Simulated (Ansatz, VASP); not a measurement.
**Two plane-wave programs on TiTe2**

```xyz
3
Lattice="3.6659 0.0000 0.0000 -1.8329 3.1747 0.0000 0.0000 0.0000 6.2416" Properties=species:S:1:pos:R:3 pbc="T T T"
Ti    0.0000    0.0000    0.0000
Te    1.8329    1.0582    1.7317
Te    0.0000    2.1165    4.5099
```

Alike in both runs: functional revPBE; dispersion D3(BJ); k mesh 8 × 8 × 4; no spin polarisation.

Ansatz relaxed the structure, and its values are those at the end. VASP's run is a single point on that final structure, the one shown.

|  | VASP | Ansatz |
| --- | --- | --- |
| version | VASP 6.6.1 | Ansatz 0.2.0 |
| potentials or method | VASP PAW PBE potentials, release 64 (Ti_sv, Te) | plane waves, PAW |
| plane-wave cutoff (eV) | 520 | 420 |
| occupations | methfessel-paxton of order 1, width 0.1 eV | cold |
| valence electrons in the cell | 24 | 44 |

VASP gave:

- pressure (GPa): 0.0
- rms of the force components (eV/Å): 0.007

**Question.** What did Ansatz give for the same quantities?

**Answer.** Pressure (GPa): 0.0; rms of the force components (eV/Å): 0.001.

VASP's potentials were made for PBE, not for revPBE. VASP's potentials hold 24 valence electrons a cell and Ansatz's 44, so a difference there can come from the potentials and not from the codes.

Neither program's run includes spin-orbit coupling.
